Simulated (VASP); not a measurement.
Wanted: the native input for a VASP 6.6.1 run.

| Property | Result |
| --- | --- |
| Task | single point |
| Functional | PBE |
| Potentials or basis | VASP PAW PBE potentials, release 64 (C, Sn_d, O) |
| Cutoff | 520 eV |
| k mesh | 3 × 3 × 2 |
| Occupations | fermi-dirac, width 0.01 eV |
| Spin | no spin polarisation |
| Dipole correction | no |
| Further INCAR settings | LREAL = Auto; ALGO = Normal; EDIFF = 1e-06; NBANDS = 175 |

The structure of Sn11CO24 (a cell with a defect) lies in POSCAR:

```
Sn11CO24
1.0
    4.7880040000      4.8665820000      0.0000000000
   -4.7880040000      4.8665820000      0.0000000000
    0.0000000000      0.0000000000      9.7226940000
C Sn O
1 11 24
Direct
    0.5000000000      0.0000000000      0.1666666667
    0.5000000000      0.0000000000      0.5000000000
    0.5000000000      0.0000000000      0.8333333333
    0.0000000000      0.5000000000      0.1666666667
    0.0000000000      0.5000000000      0.5000000000
    0.0000000000      0.5000000000      0.8333333333
    0.0000000000      0.0000000000      0.0000000000
    0.0000000000      0.0000000000      0.3333333333
    0.0000000000      0.0000000000      0.6666666667
    0.5000000000      0.5000000000      0.0000000000
    0.5000000000      0.5000000000      0.3333333333
    0.5000000000      0.5000000000      0.6666666667
    0.3064485000      0.0145935000      0.0000000000
    0.3064485000      0.0145935000      0.3333333333
    0.3064485000      0.0145935000      0.6666666667
    0.8064485000      0.5145935000      0.0000000000
    0.8064485000      0.5145935000      0.3333333333
    0.8064485000      0.5145935000      0.6666666667
    0.4854065000      0.6935515000      0.1666666667
    0.4854065000      0.6935515000      0.5000000000
    0.4854065000      0.6935515000      0.8333333333
    0.9854065000      0.1935515000      0.1666666667
    0.9854065000      0.1935515000      0.5000000000
    0.9854065000      0.1935515000      0.8333333333
    0.5145935000      0.3064485000      0.1666666667
    0.5145935000      0.3064485000      0.5000000000
    0.5145935000      0.3064485000      0.8333333333
    0.0145935000      0.8064485000      0.1666666667
    0.0145935000      0.8064485000      0.5000000000
    0.0145935000      0.8064485000      0.8333333333
    0.6935515000      0.9854065000      0.0000000000
    0.6935515000      0.9854065000      0.3333333333
    0.6935515000      0.9854065000      0.6666666667
    0.1935515000      0.4854065000      0.0000000000
    0.1935515000      0.4854065000      0.3333333333
    0.1935515000      0.4854065000      0.6666666667
```

The input as run:

INCAR

```
SYSTEM = Sn11CO24
  PREC = Accurate
  ENCUT = 520
  EDIFF = 1E-6
  ISMEAR = -1
  SIGMA = 0.01
  LREAL = Auto
  LASPH = .TRUE.
  NELM = 100
  ALGO = Normal
  ISIF = 2
  LWAVE = .FALSE.
  LCHARG = .FALSE.
  GGA = PE
  NBANDS = 175
  LUSENCCL = .FALSE.
```

KPOINTS

```
regular mesh
0
G
  3 3 2
  0 0 0
```

Potentials or basis: VASP PAW PBE potentials, release 64 (C, Sn_d, O).

Run with:

```bash
$ cat potpaw_PBE.64/C/POTCAR potpaw_PBE.64/Sn_d/POTCAR potpaw_PBE.64/O/POTCAR > POTCAR
$ mpirun -np 1 vasp_std > vasp.out
```

It gave:

```json
{
 "Pressure": "-2.7 GPa",
 "Largest force": "1.273 eV/Å",
 "Band gap on the k mesh": "0.11 eV"
}
```

Caveat: semilocal functionals underestimate gaps, and a narrow one can read as zero; spin-orbit coupling is left out, which moves the levels of the heavy elements.

It took 6.6 min on 1 × NVIDIA H100 80GB with 1 thread of Intel(R) Xeon(R) Platinum 8481C CPU @ 2.70GHz (Sapphire Rapids), on a shared host, peak memory 1.7 GiB.
